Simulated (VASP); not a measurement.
Input of a VASP 6.6.1 run:

INCAR

```
PREC     = Accurate       # precision mode
ENCUT    = 400            # plane-wave cutoff, eV
EDIFF    = 1E-6           # SCF threshold, eV
ISMEAR   = -1             # smearing method
SIGMA    = 0.05           # smearing width, eV
LREAL    = F              # projectors in reciprocal space
LASPH    = T              # aspherical terms in the spheres
NELM     = 120            # most SCF steps
ALGO     = Normal         # electronic algorithm
ISIF     = 2              # what is computed and relaxed
LWAVE    = F              # write WAVECAR
LCHARG   = T              # write CHGCAR
GGA      = PE             # functional
LELF     = T              # ELF
LVHAR    = T            
NBANDS   = 96             # bands
GGA_COMPAT= F
```

The input KPOINTS:

```
Automatic mesh
0
Gamma
  3 2 2
```

POSCAR

```
Ba2Cd2Ga3
1.0
    0.0000000000      4.6340440000      0.0000000000
    8.6805460000     -2.3170220000      0.0000000000
   -0.9772050000      2.3170220000    -10.3171500000
Ba Cd Ga
4 4 6
Direct
    0.2702121563      0.8657843908      0.3436538191
    0.7676881519      0.1396601185      0.6654653659
    0.3828732662      0.7326672780      0.9496421008
    0.5729485077      0.2502753991      0.0500694475
    0.0497241382      0.7712121466      0.6902712474
    0.9424758900      0.2242858395      0.3155228915
    0.4390330819      0.4783846359      0.6446516722
    0.5593614306      0.5096998423      0.3376568141
    0.0500710221      0.0274496940      0.8826943487
    0.9406605535      0.9599608870      0.1238426310
    0.1533123828      0.5159772400      0.1877294602
    0.8533020138      0.5025988944      0.8035640657
    0.3874331865      0.2449390761      0.4576019540
    0.6165127646      0.7619149900      0.5455949560
```

Potentials or basis: VASP PAW PBE potentials, release 64 (Ba_sv, Cd, Ga_d).

Launch:

```sh
$ cat potpaw_PBE.64/Ba_sv/POTCAR potpaw_PBE.64/Cd/POTCAR potpaw_PBE.64/Ga_d/POTCAR > POTCAR
$ mpirun -np 1 vasp_std > vasp.out
```

(1) What does it give for the band gap on the k mesh?

(2) What does it give for the pressure?

## Answers

(1) zero (bands 83 and 84 overlap by 0.50 eV).

(2) 2.1 GPa.

Caveat: the k points lie up to 0.48 Å⁻¹ apart, too coarse for converged energies and pressures of a metal; spin-orbit coupling is left out, which moves the levels of the heavy elements.
